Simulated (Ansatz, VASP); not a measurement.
One calculation of Te, two programs

```xyz
1
Lattice="2.3059 1.3313 1.6910 -2.3059 1.3313 1.6910 0.0000 -2.6626 1.6910" Properties=species:S:1:pos:R:3 pbc="T T T"
Te    0.0000    0.0000    2.5364
```

Alike in both runs: task single point; functional LDA; k mesh 6 × 6 × 6; occupations gaussian, width 0.1 eV; no spin polarisation.

|  | VASP | Ansatz |
| --- | --- | --- |
| version | VASP 6.6.1 | Ansatz 0.2.0 |
| potentials or method | VASP PAW LDA potentials, release 64 (Te), cutoff 500 eV | scalar-relativistic, plane waves, PAW |
| valence electrons in the cell | 6 | 16 |

```tsv
	VASP	Ansatz	Ansatz less VASP
gap on the k mesh at the Fermi level (eV)	none	none	-
pressure (GPa)	-1.6	-1.6	-0.05
traceless stress, the component that is largest in VASP (GPa)	0.93	0.93	+0.001
```

LDA's correlation is that of Perdew and Zunger in VASP and of Perdew and Wang (1992) in Ansatz. A gap of «none» marks a metal or a gap that the smearing closes. VASP's potentials hold 6 valence electrons a cell and Ansatz's 16, so a difference there can come from the potentials and not from the codes.

Neither program's run includes spin-orbit coupling.
